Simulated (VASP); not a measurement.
Write the native input for VASP 6.6.1 that does the following.

```
Task                   : single point
Functional             : LDA
Potentials or basis    : VASP PAW LDA potentials, release 64 (C)
Cutoff                 : 520 eV
k mesh                 : 12 × 12 × 12
Occupations            : gaussian, width 0.05 eV
Spin                   : no spin polarisation
Dipole correction      : no
Further INCAR settings : ALGO = Normal; EDIFF = 1e-06; NBANDS = 11
```

The structure of C lies in POSCAR:

```
C
1.0
    0.0000000000      1.7786207367      1.6149876289
    1.7786207367      0.0000000000      1.6149876289
    1.7786207367      1.7786207367      0.0000000000
C
2
Direct
    0.5000000000      0.5000000000      0.5000000000
    0.7500000000      0.7500000000      0.7500000000
```

This cell differs from its parent crystal: volume 5.109 Å^3 an atom, c/a of the conventional cell 0.9080.

These files were run (other wordings do the same):

INCAR

```
ALGO = Normal
EDIFF = 1E-6
ENCUT = 520
GGA = CA
ISIF = 2
ISMEAR = 0
LASPH = T
LCHARG = F
LREAL = F
LWAVE = F
NBANDS = 11
NELM = 80
PREC = Accurate
SIGMA = 0.05
```

KPOINTS

```
k-points
0
Gamma
  12 12 12
```

Potentials or basis: VASP PAW LDA potentials, release 64 (C).

Run with:

```bash
$ cat potpaw_LDA.64/C/POTCAR > POTCAR
$ mpirun -np 1 vasp_std > vasp.out
```

Results of the run:

```yaml
Pressure: 42.0 GPa
Band_gap_on_the_k_mesh: 1.85 eV, indirect (least direct gap 4.18 eV)
```

Wall time 29 s on 1 thread of AMD EPYC 7R13 (shared host), peak memory 0.09 GiB.
